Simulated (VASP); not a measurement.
# WSe2 in VASP: single point with PBEsol

Aim: the single point of WSe2 with PBEsol.

Program: VASP 6.6.1. These are calculated values, not measurements. Logs are shortened: lines on timing, memory, paths and dates and some standing lists are left out, and cuts for length are marked.

### 1 The cell of the first run

The cell holds a slab with vacuum, 6 atoms: a = 2.780 Å, b = 3.541 Å, c = 23.983 Å, α = 90.00°, β = 90.00°, γ = 113.11°.

### 2 Single point, PBEsol (strain -0.1500 x Voigt [1, -1, 0, 0, 0, 0])

File INCAR:

```
SYSTEM = WSe2
ALGO = Normal
EDIFF = 1E-6
ENCUT = 520
GGA = PS
ISIF = 2
ISMEAR = 0
LASPH = .TRUE.
LCHARG = .FALSE.
LREAL = .FALSE.
LWAVE = .FALSE.
NBANDS = 35
NELM = 100
PREC = Accurate
SIGMA = 0.05
```

File KPOINTS:

```
k-points
0
G
  12 12 2
  0 0 0
```

File POSCAR:

```
WSe2
1.0
    2.7800219574      0.0000000000      0.0000000000
   -1.3900109787      3.2573000987      0.0000000000
    0.0000000000      0.0000000000     23.9834862109
W Se
2 4
Direct
    0.6666666667      0.3333333333      0.1376486583
    0.3333333333      0.6666666667      0.8623513417
    0.3333333333      0.6666666667      0.2073654518
    0.6666666667      0.3333333333      0.9321646899
    0.3333333333      0.6666666667      0.0678353101
    0.6666666667      0.3333333333      0.7926345482
```

Potentials or basis: VASP PAW PBE potentials, release 64 (W_sv, Se).

Started as:

```
> cat potpaw_PBE.64/W_sv/POTCAR potpaw_PBE.64/Se/POTCAR > POTCAR
> mpirun -np 1 vasp_std > vasp.out
```

OUTCAR:

```text
SYSTEM = WSe2
   EDIFF = 1E-6
   ENCUT = 520
   GGA = PS
   ISIF = 2
   ISMEAR = 0
   LASPH = .TRUE.
   LREAL = .FALSE.
   NELM = 100
   PREC = Accurate

 ion  position               nearest neighbor table
   1  0.667  0.333  0.138-   3 2.43   3 2.43   5 2.43   5 2.43   3 2.74   5 2.74
   2  0.333  0.667  0.862-   6 2.43   6 2.43   4 2.43   4 2.43   6 2.74   4 2.74
   3  0.333  0.667  0.207-   1 2.43   1 2.43   1 2.74
   4  0.667  0.333  0.932-   2 2.43   2 2.43   2 2.74
   5  0.333  0.667  0.068-   1 2.43   1 2.43   1 2.74
   6  0.667  0.333  0.793-   2 2.43   2 2.43   2 2.74

  LATTYP: Found a base centered orthorhombic cell.
 ALAT       =     2.7800219574
 B/A-ratio  =     2.3433628573
 C/A-ratio  =     8.6270851736

  Lattice vectors:

 A1 = (   1.3900109787,  -3.2573000987,   0.0000000000)
 A2 = (   1.3900109787,   3.2573000987,   0.0000000000)
 A3 = (   0.0000000000,   0.0000000000,  23.9834862109)

Analysis of symmetry for initial positions (statically):
=====================================================================
 Subroutine PRICEL returns:
 Original cell was already a primitive cell.

 Routine SETGRP: Setting up the symmetry group for a
 base centered orthorhombic supercell.

 Subroutine GETGRP returns: Found  4 space group operations
 (whereof  4 operations were pure point group operations)
 out of a pool of  8 trial point group operations.

The static configuration has the point symmetry C_2h.

Analysis of symmetry for dynamics (positions and initial velocities):
=====================================================================
 Subroutine PRICEL returns:
 Original cell was already a primitive cell.

 Routine SETGRP: Setting up the symmetry group for a
 base centered orthorhombic supercell.

 Subroutine GETGRP returns: Found  4 space group operations
 (whereof  4 operations were pure point group operations)
 out of a pool of  8 trial point group operations.

The dynamic configuration has the point symmetry C_2h.

 Subroutine INISYM returns: Found  4 space group operations
 (whereof  4 operations are pure point group operations),
 and found     1 'primitive' translations

----------------------------------------------------------------------------------------

                                     Primitive cell

  volume of cell :     217.1792

  direct lattice vectors                    reciprocal lattice vectors
     2.780021957  0.000000000  0.000000000     0.359709389  0.153501362  0.000000000
    -1.390010979  3.257300099  0.000000000     0.000000000  0.307002723  0.000000000
     0.000000000  0.000000000 23.983486211     0.000000000  0.000000000  0.041695356

  length of vectors
     2.780021957  3.541487605 23.983486211     0.391092716  0.307002723  0.041695356

  position of ions in fractional coordinates (direct lattice)
     0.666666667  0.333333333  0.137648658
     0.333333333  0.666666667  0.862351342
     0.333333333  0.666666667  0.207365452
     0.666666667  0.333333333  0.932164690
     0.333333333  0.666666667  0.067835310
     0.666666667  0.333333333  0.792634548

  ion indices of the primitive-cell ions
   primitive index   ion index
                 1           1
                 2           2
                 3           3
                 4           4
                 5           5
                 6           6

----------------------------------------------------------------------------------------

 KPOINTS: k-points

Automatic generation of k-mesh.
 Grid dimensions read from file:
 generate k-points for:   12   12    2

 Generating k-lattice:

  Cartesian coordinates                     Fractional coordinates (reciprocal lattice)
     0.029975782  0.012791780  0.000000000     0.083333333  0.000000000  0.000000000
     0.000000000  0.025583560  0.000000000     0.000000000  0.083333333  0.000000000
     0.000000000  0.000000000  0.020847678     0.000000000  0.000000000  0.500000000

  Length of vectors
     0.032591060  0.025583560  0.020847678

  Shift w.r.t. Gamma in fractional coordinates (k-lattice)
     0.000000000  0.000000000  0.000000000

 Subroutine IBZKPT returns following result:
 ===========================================

 Found     86 irreducible k-points:

 Following reciprocal coordinates:
            Coordinates               Weight
  0.000000  0.000000  0.000000      1.000000
  0.083333  0.000000  0.000000      4.000000
  0.166667  0.000000  0.000000      4.000000
  0.250000  0.000000  0.000000      4.000000
  0.333333  0.000000  0.000000      4.000000
  0.416667  0.000000  0.000000      4.000000
[... 16 lines left out ...]
  0.333333  0.166667  0.000000      4.000000
  0.416667  0.166667  0.000000      4.000000
 [... further k-points ...]
   k-points           NKPTS =     86   k-points in BZ     NKDIM =     86   number of bands    NBANDS=     35
   number of dos      NEDOS =    301   number of ions     NIONS =      6
   total plane-waves  NPLWV = 120960
   dimension x,y,z NGX =    24 NGY =   28 NGZ =  180
   dimension x,y,z NGXF=    48 NGYF=   56 NGZF=  360
   ions per type =               2   4
   NGX,Y,Z   is equivalent  to a cutoff of  14.35, 13.14, 12.48 a.u.
   NGXF,Y,Z  is equivalent  to a cutoff of  28.70, 26.29, 24.95 a.u.
 SYSTEM =  WSe2
   PREC   = accura    normal or accurate (medium, high low for compatibility)
   ISTART =      0    job   : 0-new  1-cont  2-samecut
   ICHARG =      2    charge: 1-file 2-atom 10-const
   ISPIN  =      1    spin polarized calculation?
   LNONCOLLINEAR =      F non collinear calculations
   LSORBIT =      F    spin-orbit coupling
   LASPH  =      T    aspherical Exc in radial PAW
   ENCUT  =  520.0 eV  38.22 Ry    6.18 a.u.   5.17  6.58 44.59*2*pi/ulx,y,z
   NELM   =    100;   NELMIN=  2; NELMDL= -5     # of ELM steps
   EDIFF  = 0.1E-05   stopping-criterion for ELM
   LREAL  =      F    real-space projection
   EDIFFG = 0.1E-04   stopping-criterion for IOM
   NSW    =      0    number of steps for IOM
   IBRION =     -1    ionic relax: 0-MD 1-quasi-New 2-CG
   NFREE  =      0    steps in history (QN), initial steepest desc. (CG)
   ISIF   =      2    stress and relaxation
   ISYM   =      2    0-nonsym 1-usesym 2-fastsym
   POTIM  = 0.5000    time-step for ionic-motion
   TEBEG  =    0.0;   TEEND  =   0.0 temperature during run
   PSTRESS=    0.0 pullay stress
   NELECT =      52.0000    total number of electrons
   NUPDOWN=      -1.0000    fix difference up-down
   EMIN   =  10.00;   EMAX   =-10.00  energy-range for DOS
   EFERMI =   0.00;   METHOD = LEGACY
   ISMEAR =     0;   SIGMA  =   0.05  broadening in eV -4-tet -1-fermi 0-gaus
   EFERMI_NEDOS =   21; number of points for ismear=-14 and -15
   IALGO  =     38    algorithm
   IMIX   =      4    mixing-type and parameters
     AMIX     =   0.40;   BMIX     =  1.00
     AMIX_MAG =   1.60;   BMIX_MAG =  1.00
  volume/ion in A,a.u.               =      36.20       244.27
  Fermi-wavevector in a.u.,A,eV,Ry     =   1.016568  1.921035 14.060408  1.033411
  Thomas-Fermi vector in A             =   2.149919
   LORBIT       =      0    0 simple, 1 ext, 2 COOP (PROOUT), +10 PAW based schemes
   GGA     = PS    functional components
   LHFCALC =     F    Hartree Fock is set to
   AEXX    =    0.0000 exact exchange contribution
   IVDW    =     0    specifies the selected vdW correction
   LEPSILON=     F    determine dielectric tensor
   LRPA    =     F    only Hartree local field effects (RPA)
 non-spin polarized calculation
 Gauss-broadening in eV      SIGMA  =   0.05
  energy-cutoff  :      520.00
  volume of cell :      217.18
 maximum number of plane-waves:      5900
 NGX is ok and might be reduce to    24
   NGX = 11   NGY = 13   NGZ = 89

 number of electron      52.0000005 magnetization

 Free energy of the ion-electron system (eV)
  ---------------------------------------------------
  ext. energy  EPLUGINS =         0.00000000
  ---------------------------------------------------
  free energy    TOTEN  =       -42.96610991 eV

  energy without entropy =      -42.96432630  energy(sigma->0) =      -42.96521810

 E-fermi :   2.2685     XC(G=0):  -6.3911

 val. band max:        2.2619542538   @ k =   0.0000   0.2500   0.5000
 cond. band min:       2.2812896519   @ k =  -0.3333   0.1667   0.0000
 fundamental gap:      0.0193353981
 Fermi energy:         2.2685051472

 k-point     1 :       0.0000    0.0000    0.0000
  band No.  band energies     occupation
      1     -72.5664      2.00000
      2     -72.5664      2.00000
      3     -37.0235      2.00000
      4     -37.0235      2.00000
      5     -36.9587      2.00000
      6     -36.9587      2.00000
[... 27 lines left out ...]
     34       6.1798      0.00000
     35       6.2597      0.00000

 k-point     2 :       0.0833    0.0000    0.0000
  band No.  band energies     occupation
      1     -72.5630      2.00000
      2     -72.5629      2.00000
      3     -37.0153      2.00000
      4     -37.0153      2.00000
      5     -36.9566      2.00000
      6     -36.9566      2.00000
[... 27 lines left out ...]
     34       5.5098      0.00000
     35       5.5880      0.00000

 k-point     3 :       0.1667    0.0000    0.0000
  band No.  band energies     occupation
      1     -72.5534      2.00000
      2     -72.5534      2.00000
      3     -36.9927      2.00000
      4     -36.9927      2.00000
      5     -36.9509      2.00000
      6     -36.9509      2.00000
[... 27 lines left out ...]
     34       4.8365      0.00000
     35       6.0535      0.00000
[... 723 lines left out ...]
 k-point    23 :       0.3333    0.1667    0.0000
  band No.  band energies     occupation
      1     -72.5265      2.00000
      2     -72.5265      2.00000
      3     -36.9715      2.00000
      4     -36.9715      2.00000
      5     -36.9249      2.00000
      6     -36.9249      2.00000
[... 27 lines left out ...]
     34       5.6135      0.00000
     35       7.4846      0.00000

 k-point    24 :       0.4167    0.1667    0.0000
  band No.  band energies     occupation
      1     -72.5174      2.00000
      2     -72.5174      2.00000
      3     -36.9962      2.00000
      4     -36.9962      2.00000
      5     -36.9328      2.00000
      6     -36.9328      2.00000
[... 27 lines left out ...]
     34       5.6110      0.00000
     35       7.6662      0.00000

 [... further k-points ...]
[... 5 lines left out ...]
  --------------------------------------------------------------------------------------
  -------------------------------------------------------------------------------------
  Total       36.0033548    -10.2520742      2.5601096      0.0000000      0.0658838      0.0000000
  in kB      265.6043861    -75.6317259     18.8864714      0.0000000      0.4860389      0.0000000
  external PRESSURE =      69.6197105 kB  Pullay stress =       0.0000000 kB

 VOLUME and BASIS-vectors are now :
 -----------------------------------------------------------------------------
  energy-cutoff  :      520.00
  volume of cell :      217.18
      direct lattice vectors                 reciprocal lattice vectors
     2.780021957  0.000000000  0.000000000     0.359709389  0.153501362  0.000000000
    -1.390010979  3.257300099  0.000000000     0.000000000  0.307002723  0.000000000
     0.000000000  0.000000000 23.983486211     0.000000000  0.000000000  0.041695356

 POSITION                                       TOTAL-FORCE (eV/Angst)
 -----------------------------------------------------------------------------------
      1.39001      1.08577      3.30129         0.000000     -1.489413      0.001561
     -0.00000      2.17153     20.68219         0.000000      1.489413     -0.001561
     -0.00000      2.17153      4.97335        -0.000000      0.746909      0.387624
      1.39001      1.08577     22.35656        -0.000000     -0.759133      0.395009
     -0.00000      2.17153      1.62693         0.000000      0.759133     -0.395009
      1.39001      1.08577     19.01014         0.000000     -0.746909     -0.387624
 -----------------------------------------------------------------------------------
    total drift:                                0.000000     -0.000000     -0.000000

  FREE ENERGIE OF THE ION-ELECTRON SYSTEM (eV)
  ---------------------------------------------------
  free  energy   TOTEN  =       -42.9661099057 eV

  energy  without entropy=      -42.9643263015  energy(sigma->0) =      -42.96521810
```

Run time: 20 min. Hardware: 1 thread of Oxide Virtual Turin-like, shared host; peak memory 0.66 GiB.

What came out:

```
Free energy            : -42.9661 eV
Largest force          : 1.489 eV/Å
Band gap on the k mesh : zero (band 26 reaches 2.63 eV, above the bottom of band 27 at 2.23 eV)
```

Forces on the atoms (eV/Å):
```
W    0.000 -1.489  0.002
W    0.000  1.489 -0.002
Se   0.000  0.747  0.388
Se   0.000 -0.759  0.395
Se   0.000  0.759 -0.395
Se   0.000 -0.747 -0.388
```

Levels at points of the mesh, in eV from the Fermi level:
```csv
k point,band 22,band 23,band 24,band 25,band 26,band 27,band 28,band 29,band 30,band 31
"(0.00, 0.00, 0.00)",-1.97,-1.01,-1.01,-0.75,-0.74,0.35,0.38,0.56,0.81,2.61
"(0.50, 0.00, 0.00)",-2.79,-2.69,-2.60,-1.71,-1.66,0.18,0.21,1.59,1.70,2.01
"(0.00, 0.50, 0.00)",-3.21,-1.52,-1.50,0.33,0.36,0.94,0.96,2.29,2.44,2.68
"(0.00, 0.00, 0.50)",-1.97,-1.01,-1.01,-0.75,-0.74,0.35,0.38,0.56,0.81,2.62
"(0.50, 0.00, 0.50)",-2.79,-2.69,-2.60,-1.71,-1.66,0.18,0.21,1.59,1.70,2.01
"(0.00, 0.50, 0.50)",-3.21,-1.52,-1.50,0.33,0.36,0.94,0.96,2.29,2.44,2.68
```

Caveat: the cell differs from its parent crystal (strain -0.1500 x Voigt [1, -1, 0, 0, 0, 0]); the PAW data sets were made with another functional, which shifts forces and pressure a little; spin-orbit coupling is left out, which moves the levels of the heavy elements.
